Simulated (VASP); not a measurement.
Runs of VASP 6.6.1 on SiF. The structure is that of space group R-3m (No. 166), or close to it. The cells are those of the table. 

| task | level | cell | k mesh | cutoff (eV) | grid for exact exchange (PRECFOCK) | share of exact exchange | gap on the mesh (eV) | pressure (GPa) | relaxed volume (Å³/atom) |
| --- | --- | --- | --- | --- | --- | --- | --- | --- | --- |
| relaxation of cell and atoms | r2SCAN+rVV10 | relaxed from a = 4.194 Å, angles 37.2°, 2 atoms | 12 × 12 × 12 | 600 | - | - | none | 0.0 | 11.52 |
| single point | B3LYP | a = 4.217 Å, angles 37.7°, 2 atoms | 6 × 6 × 6 | 520 | Normal | 0.2 | none | 0.0 | - |
| relaxation of cell and atoms | r2SCAN+D4 | relaxed from a = 4.194 Å, angles 37.2°, 2 atoms | 12 × 12 × 12 | 600 | - | - | none | 0.0 | 11.50 |
| relaxation of cell and atoms | r2SCAN+D3(BJ) | relaxed from a = 4.194 Å, angles 37.2°, 2 atoms | 12 × 12 × 12 | 600 | - | - | none | 0.0 | 11.45 |
| single point | PBEsol-based global hybrid with 25 % exact exchange | a = 4.194 Å, angles 37.2°, 2 atoms | 6 × 6 × 6 | 520 | Normal | 0.25 | none | (a) | - |

Alike in all rows: potentials or basis VASP PAW PBE potentials, release 64 (Si, F); no spin polarisation; smearing fermi-dirac 0.05 eV.

Problem. Fill in the values left out.

Solution. (a) -6.0.

Caveats: some runs use coarse meshes; the PAW data sets were made with another functional, which shifts forces and pressure a little; an odd number of electrons without spin polarisation forces a metal; a magnetic or distorted state may lie lower.

A gap of «none» marks levels without a gap at the run's occupations.
